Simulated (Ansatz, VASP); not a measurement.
# CoNiO2: VASP beside Ansatz

```
Ni Co O
1.0
     3.01433    0.00000    0.00000
     0.00000    3.01433    0.00000
     0.00000    0.00000    4.22229
Ni Co O
1 1 2
Cartesian
  0.0000 0.0000 0.0000
  1.5072 1.5072 2.1111
  0.0000 0.0000 2.1111
  1.5072 1.5072 0.0000
```

Alike in both runs: task single point; functional PBEsol; k mesh 7 × 7 × 5; occupations fermi-dirac, width 0.05 eV; collinear spin; fixed moment 0.8 μB.

|  | VASP | Ansatz |
| --- | --- | --- |
| version | VASP 6.6.1 | Ansatz 0.2.0 |
| potentials or method | VASP PAW PBE potentials, release 64 (Ni, Co, O) | Ansatz PAW |
| plane-wave cutoff (eV) | 520 | 420 |
| valence electrons in the cell | 31 | 47 |

|  | VASP | Ansatz | Ansatz less VASP |
| --- | --- | --- | --- |
| pressure (GPa) | -13.5 | -13.2 | +0.34 |
| traceless stress, the component that is largest in VASP (GPa) | 1.85 | 1.92 | +0.066 |
| net moment per atom (μB) | 0.20 | 0.20 | 0.000 |
| size of the moment on the site where the two differ most (μB) | 2.24 | 2.16 | -0.074 |

VASP's potentials were made for PBE, not for PBEsol. Site moments also hang on the region over which each program counts them. With one functional, cell and mesh, what is left measures potentials, basis and numerics. VASP's potentials hold 31 valence electrons a cell and Ansatz's 47, so a difference there can come from the potentials and not from the codes.
